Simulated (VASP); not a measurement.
# MnCo2N2 (P-3m1) in VASP: single point with PBE

Aim: the single point of MnCo2N2 with PBE.

Everything below comes from runs of VASP 6.6.1. Logs are shortened: lines on timing, memory, paths and dates and some standing lists are left out, and cuts for length are marked.

### Step 1. The cell of the first run

The structure is trigonal, space group P-3m1 (No. 164). The conventional cell has a = 2.878 Å, b = 2.878 Å, c = 6.453 Å, α = 90.00°, β = 90.00°, γ = 120.00°. Co (site symmetry 3m) has 3 N at 1.89 Å within 2.5 Å. Within 2.9 Å of Mn (site symmetry -3m) lie 6 N at 2.09 Å and 6 Co at 2.73 Å and 6 Mn at 2.88 Å. N (site symmetry 3m) has 3 Co at 1.89 Å and 3 Mn at 2.09 Å within 2.5 Å.

### Step 2. Single point, PBE, collinear spin, ferromagnetic start

Input file INCAR:

```
SYSTEM = MnCo2N2
PREC = Accurate
ENCUT = 520
EDIFF = 1E-6
ISMEAR = -1
SIGMA = 0.05
LREAL = .False.
LASPH = .True.
NELM = 150
ALGO = Normal
ISIF = 2
LWAVE = .False.
LCHARG = .True.
ISPIN = 2
MAGMOM = 2 2 4 0 0
LORBIT = 11
LMAXMIX = 4
GGA = PE
LELF = .True.
LVHAR = .True.
NBANDS = 32
```

Input file KPOINTS:

```
regular mesh
0
Gamma
  11 11 4
  0 0 0
```

Input file POSCAR:

```
MnCo2N2
1.0
    2.8779217701      0.0000000000      0.0000000000
   -1.4389608851      2.4923533630      0.0000000000
    0.0000000000      0.0000000000      6.4526060264
Co Mn N
2 1 2
Direct
    0.3333333333      0.6666666667      0.8356380000
    0.6666666667      0.3333333333      0.1643620000
    0.0000000000      0.0000000000      0.5000000000
    0.3333333333      0.6666666667      0.3046360000
    0.6666666667      0.3333333333      0.6953640000
```

Potentials or basis: VASP PAW PBE potentials, release 64 (Co, Mn_pv, N).

Launch:

```console
$ cat potpaw_PBE.64/Co/POTCAR potpaw_PBE.64/Mn_pv/POTCAR potpaw_PBE.64/N/POTCAR > POTCAR
$ mpirun -np 1 vasp_std > vasp.out
```

OUTCAR:

```text
SYSTEM = MnCo2N2
   PREC = Accurate
   ENCUT = 520
   EDIFF = 1E-6
   ISMEAR = -1
   LREAL = .False.
   LASPH = .True.
   NELM = 150
   ISIF = 2
   ISPIN = 2
   LORBIT = 11
   GGA = PE

 ion  position               nearest neighbor table
   1  0.333  0.667  0.836-   5 1.89   5 1.89   5 1.89   2 2.69   2 2.69   2 2.69   3 2.73   3 2.73
                             3 2.73
   2  0.667  0.333  0.164-   4 1.89   4 1.89   4 1.89   1 2.69   1 2.69   1 2.69   3 2.73   3 2.73
                             3 2.73
   3  0.000  0.000  0.500-   4 2.09   5 2.09   5 2.09   4 2.09   5 2.09   4 2.09   1 2.73   2 2.73
                             1 2.73   2 2.73   2 2.73   1 2.73
   4  0.333  0.667  0.305-   2 1.89   2 1.89   2 1.89   3 2.09   3 2.09   3 2.09
   5  0.667  0.333  0.695-   1 1.89   1 1.89   1 1.89   3 2.09   3 2.09   3 2.09

  LATTYP: Found a hexagonal cell.
 ALAT       =     2.8779217701
 C/A-ratio  =     2.2421061244

  Lattice vectors:

 A1 = (   2.8779217701,   0.0000000000,   0.0000000000)
 A2 = (  -1.4389608851,   2.4923533630,   0.0000000000)
 A3 = (   0.0000000000,   0.0000000000,   6.4526060264)

Analysis of symmetry for initial positions (statically):
=====================================================================
 Subroutine PRICEL returns:
 Original cell was already a primitive cell.

 Routine SETGRP: Setting up the symmetry group for a
 hexagonal supercell.

 Subroutine GETGRP returns: Found 12 space group operations
 (whereof 12 operations were pure point group operations)
 out of a pool of 24 trial point group operations.

The static configuration has the point symmetry D_3d.

Analysis of symmetry for dynamics (positions and initial velocities):
=====================================================================
 Subroutine PRICEL returns:
 Original cell was already a primitive cell.

 Routine SETGRP: Setting up the symmetry group for a
 hexagonal supercell.

 Subroutine GETGRP returns: Found 12 space group operations
 (whereof 12 operations were pure point group operations)
 out of a pool of 24 trial point group operations.

The dynamic configuration has the point symmetry D_3d.

Analysis of structural, dynamic, and magnetic symmetry:
=====================================================================
 Subroutine PRICEL returns:
 Original cell was already a primitive cell.

 Routine SETGRP: Setting up the symmetry group for a
 hexagonal supercell.

 Subroutine GETGRP returns: Found 12 space group operations
 (whereof 12 operations were pure point group operations)
 out of a pool of 24 trial point group operations.

The overall configuration has the point symmetry D_3d.

 Subroutine INISYM returns: Found 12 space group operations
 (whereof 12 operations are pure point group operations),
 and found     1 'primitive' translations

----------------------------------------------------------------------------------------

                                     Primitive cell

  volume of cell :      46.2832

  direct lattice vectors                    reciprocal lattice vectors
     2.877921770  0.000000000  0.000000000     0.347472961  0.200613608  0.000000000
    -1.438960885  2.492353363  0.000000000     0.000000000  0.401227216  0.000000000
     0.000000000  0.000000000  6.452606026     0.000000000  0.000000000  0.154976144

  length of vectors
     2.877921770  2.877921770  6.452606026     0.401227216  0.401227216  0.154976144

  position of ions in fractional coordinates (direct lattice)
     0.333333333  0.666666667  0.835638000
     0.666666667  0.333333333  0.164362000
     0.000000000  0.000000000  0.500000000
     0.333333333  0.666666667  0.304636000
     0.666666667  0.333333333  0.695364000

  ion indices of the primitive-cell ions
   primitive index   ion index
                 1           1
                 2           2
                 3           3
                 4           4
                 5           5

----------------------------------------------------------------------------------------

 KPOINTS: regular mesh

Automatic generation of k-mesh.
 Grid dimensions read from file:
 generate k-points for:   11   11    4

 Generating k-lattice:

  Cartesian coordinates                     Fractional coordinates (reciprocal lattice)
     0.031588451  0.018237601  0.000000000     0.090909091  0.000000000  0.000000000
     0.000000000  0.036475201  0.000000000     0.000000000  0.090909091  0.000000000
     0.000000000  0.000000000  0.038744036     0.000000000  0.000000000  0.250000000

  Length of vectors
     0.036475201  0.036475201  0.038744036

  Shift w.r.t. Gamma in fractional coordinates (k-lattice)
     0.000000000  0.000000000  0.000000000

 Subroutine IBZKPT returns following result:
 ===========================================

 Found     58 irreducible k-points:

 Following reciprocal coordinates:
            Coordinates               Weight
  0.000000  0.000000  0.000000      1.000000
  0.090909 -0.000000  0.000000      6.000000
  0.181818 -0.000000  0.000000      6.000000
  0.272727  0.000000  0.000000      6.000000
  0.363636  0.000000  0.000000      6.000000
  0.454545 -0.000000  0.000000      6.000000
[... 16 lines left out ...]
  0.000000  0.272727  0.250000      6.000000
  0.363636  0.000000  0.250000      6.000000
 [... further k-points ...]
   k-points           NKPTS =     58   k-points in BZ     NKDIM =     58   number of bands    NBANDS=     32
   number of dos      NEDOS =    301   number of ions     NIONS =      5
   total plane-waves  NPLWV =  27648
   dimension x,y,z NGX =    24 NGY =   24 NGZ =   48
   dimension x,y,z NGXF=    48 NGYF=   48 NGZF=   96
   ions per type =               2   1   2
   NGX,Y,Z   is equivalent  to a cutoff of  13.86, 13.86, 12.37 a.u.
   NGXF,Y,Z  is equivalent  to a cutoff of  27.73, 27.73, 24.73 a.u.
 SYSTEM =  MnCo2N2
   PREC   = accura    normal or accurate (medium, high low for compatibility)
   ISTART =      0    job   : 0-new  1-cont  2-samecut
   ICHARG =      2    charge: 1-file 2-atom 10-const
   ISPIN  =      2    spin polarized calculation?
   LNONCOLLINEAR =      F non collinear calculations
   LSORBIT =      F    spin-orbit coupling
   LASPH  =      T    aspherical Exc in radial PAW
   ENCUT  =  520.0 eV  38.22 Ry    6.18 a.u.   5.35  5.35 12.00*2*pi/ulx,y,z
   NELM   =    150;   NELMIN=  2; NELMDL= -5     # of ELM steps
   EDIFF  = 0.1E-05   stopping-criterion for ELM
   LREAL  =      F    real-space projection
   EDIFFG = 0.1E-04   stopping-criterion for IOM
   NSW    =      0    number of steps for IOM
   IBRION =     -1    ionic relax: 0-MD 1-quasi-New 2-CG
   NFREE  =      0    steps in history (QN), initial steepest desc. (CG)
   ISIF   =      2    stress and relaxation
   ISYM   =      2    0-nonsym 1-usesym 2-fastsym
   POTIM  = 0.5000    time-step for ionic-motion
   TEBEG  =    0.0;   TEEND  =   0.0 temperature during run
   PSTRESS=    0.0 pullay stress
   NELECT =      41.0000    total number of electrons
   NUPDOWN=      -1.0000    fix difference up-down
   EMIN   =  10.00;   EMAX   =-10.00  energy-range for DOS
   EFERMI =   0.00;   METHOD = LEGACY
   ISMEAR =    -1;   SIGMA  =   0.05  broadening in eV -4-tet -1-fermi 0-gaus
   EFERMI_NEDOS =   21; number of points for ismear=-14 and -15
   IALGO  =     38    algorithm
   IMIX   =      4    mixing-type and parameters
     AMIX     =   0.40;   BMIX     =  1.00
     AMIX_MAG =   1.60;   BMIX_MAG =  1.00
  volume/ion in A,a.u.               =       9.26        62.47
  Fermi-wavevector in a.u.,A,eV,Ry     =   1.572274  2.971167 33.634216  2.472045
  Thomas-Fermi vector in A             =   2.673733
   LORBIT       =     11    0 simple, 1 ext, 2 COOP (PROOUT), +10 PAW based schemes
   GGA     = PE    functional components
   LHFCALC =     F    Hartree Fock is set to
   AEXX    =    0.0000 exact exchange contribution
   IVDW    =     0    specifies the selected vdW correction
   LEPSILON=     F    determine dielectric tensor
   LRPA    =     F    only Hartree local field effects (RPA)
 spin polarized calculation
  energy-cutoff  :      520.00
  volume of cell :       46.28
 maximum number of plane-waves:      1284
 NGX is ok and might be reduce to    24
   NGX = 11   NGY = 11   NGZ = 23

 number of electron      41.0000022 magnetization       3.6186123

 Free energy of the ion-electron system (eV)
  ---------------------------------------------------
  ext. energy  EPLUGINS =         0.00000000
  ---------------------------------------------------
  free energy    TOTEN  =       -39.34797211 eV

  energy without entropy =      -39.31279164  energy(sigma->0) =      -39.33038187

 E-fermi :  10.0811     XC(G=0): -13.1821

 val. band max:       10.0796206139   @ k =   0.1818   0.0909   0.0000
 cond. band min:      10.0869112157   @ k =   0.3636   0.1818   0.5000
 fundamental gap:      0.0072906018
 Fermi energy:        10.0810674695

 spin component 1

 k-point     1 :       0.0000    0.0000    0.0000
  band No.  band energies     occupation
      1     -40.2866      1.00000
      2     -40.1298      1.00000
      3     -40.1298      1.00000
      4      -7.9173      1.00000
      5      -6.7181      1.00000
      6       1.1491      1.00000
[... 24 lines left out ...]
     31      22.6375      0.00000
     32      25.1804      0.00000

 k-point     2 :       0.0909   -0.0000    0.0000
  band No.  band energies     occupation
      1     -40.2848      1.00000
      2     -40.1408      1.00000
      3     -40.1324      1.00000
      4      -7.7950      1.00000
      5      -6.6575      1.00000
      6       1.3193      1.00000
[... 24 lines left out ...]
     31      22.5361      0.00000
     32      24.4590      0.00000
[... 733 lines left out ...]
     31      21.3508      0.00000
     32      22.4118      0.00000

 k-point    24 :       0.3636    0.0000    0.2500
  band No.  band energies     occupation
      1     -40.2679      1.00000
      2     -40.2430      1.00000
      3     -40.1570      1.00000
      4      -6.4308      1.00000
      5      -6.0487      1.00000
      6       1.7879      1.00000
[... 24 lines left out ...]
     31      21.4205      0.00000
     32      21.8712      0.00000

 [... further k-points ...]

 spin component 2

 k-point     1 :       0.0000    0.0000    0.0000
  band No.  band energies     occupation
      1     -37.1878      1.00000
      2     -37.1643      1.00000
      3     -37.1643      1.00000
      4      -7.8191      1.00000
      5      -6.6492      1.00000
      6       1.4184      1.00000
[... 24 lines left out ...]
     31      23.2407      0.00000
     32      25.5713      0.00000

 k-point     2 :       0.0909   -0.0000    0.0000
  band No.  band energies     occupation
      1     -37.1856      1.00000
      2     -37.1770      1.00000
      3     -37.1673      1.00000
      4      -7.6976      1.00000
      5      -6.5872      1.00000
      6       1.5871      1.00000
[... 24 lines left out ...]
     31      23.0819      0.00000
     32      24.8295      0.00000
[... 733 lines left out ...]
     31      21.7017      0.00000
     32      23.1008      0.00000

 k-point    24 :       0.3636    0.0000    0.2500
  band No.  band energies     occupation
      1     -37.2956      1.00000
      2     -37.1953      1.00000
      3     -37.1644      1.00000
      4      -6.3424      1.00000
      5      -5.9666      1.00000
      6       2.1162      1.00000
[... 24 lines left out ...]
     31      21.7262      0.00000
     32      22.5604      0.00000

 [... further k-points ...]
[... 5 lines left out ...]
  --------------------------------------------------------------------------------------
  -------------------------------------------------------------------------------------
  Total       -0.6694743     -0.6694743     -0.7062829      0.0000000     -0.0000000     -0.0000000
  in kB      -23.1750528    -23.1750528    -24.4492488      0.0000000     -0.0000000     -0.0000000
  external PRESSURE =     -23.5997848 kB  Pullay stress =       0.0000000 kB

 VOLUME and BASIS-vectors are now :
 -----------------------------------------------------------------------------
  energy-cutoff  :      520.00
  volume of cell :       46.28
      direct lattice vectors                 reciprocal lattice vectors
     2.877921770  0.000000000  0.000000000     0.347472961  0.200613608  0.000000000
    -1.438960885  2.492353363  0.000000000     0.000000000  0.401227216  0.000000000
     0.000000000  0.000000000  6.452606026     0.000000000  0.000000000  0.154976144

 POSITION                                       TOTAL-FORCE (eV/Angst)
 -----------------------------------------------------------------------------------
     -0.00000      1.66157      5.39204        -0.000000     -0.000000     -0.096973
      1.43896      0.83078      1.06056        -0.000000      0.000000      0.096973
      0.00000      0.00000      3.22630        -0.000000      0.000000      0.000000
     -0.00000      1.66157      1.96570        -0.000000     -0.000000      0.015098
      1.43896      0.83078      4.48691         0.000000      0.000000     -0.015098
 -----------------------------------------------------------------------------------
    total drift:                                0.000000      0.000000      0.000000

  FREE ENERGIE OF THE ION-ELECTRON SYSTEM (eV)
  ---------------------------------------------------
  free  energy   TOTEN  =       -39.3479721066 eV

  energy  without entropy=      -39.3127916383  energy(sigma->0) =      -39.33038187

 total charge

# of ion       s       p       d       tot
------------------------------------------
    1        0.415   0.562   7.434   8.411
    2        0.415   0.562   7.434   8.411
    3        0.264   6.318   5.147  11.729
    4        1.247   2.446   0.000   3.693
    5        1.247   2.446   0.000   3.693
--------------------------------------------------
tot          3.588  12.334  20.014  35.936

 magnetization (x)

# of ion       s       p       d       tot
------------------------------------------
    1        0.008  -0.006   0.384   0.386
    2        0.008  -0.006   0.384   0.386
    3        0.016   0.019   2.739   2.774
    4        0.007   0.012   0.000   0.019
    5        0.007   0.012   0.000   0.019
--------------------------------------------------
tot          0.047   0.029   3.507   3.583
```

It took 3.7 min on 1 thread of Intel Xeon Platinum 8259CL at 2.50GHz (Skylake/Cascade Lake), shared host; peak memory 0.28 GiB.

Results:

```
Free energy                                           : -39.3480 eV
Pressure                                              : -2.4 GPa
Largest force                                         : 0.097 eV/Å
Net moment                                            : 3.62 μB per cell
Site moments                                          : Co +0.39; Mn +2.77; N +0.02 μB
Valence electrons inside the program's atomic spheres : Co 8.41; Mn 11.73; N 3.69
```

Forces in eV/Å, atoms in the order of the input:
```
Co   0.000  0.000 -0.097
Co   0.000  0.000  0.097
Mn   0.000  0.000  0.000
N    0.000  0.000  0.015
N    0.000  0.000 -0.015
```

Caveat: only a ferromagnetic start was run, and an antiferromagnetic order may lie lower in energy. With open d or f shells a metallic result of PBE can be an artefact of self-interaction; +U or a hybrid may open a gap.
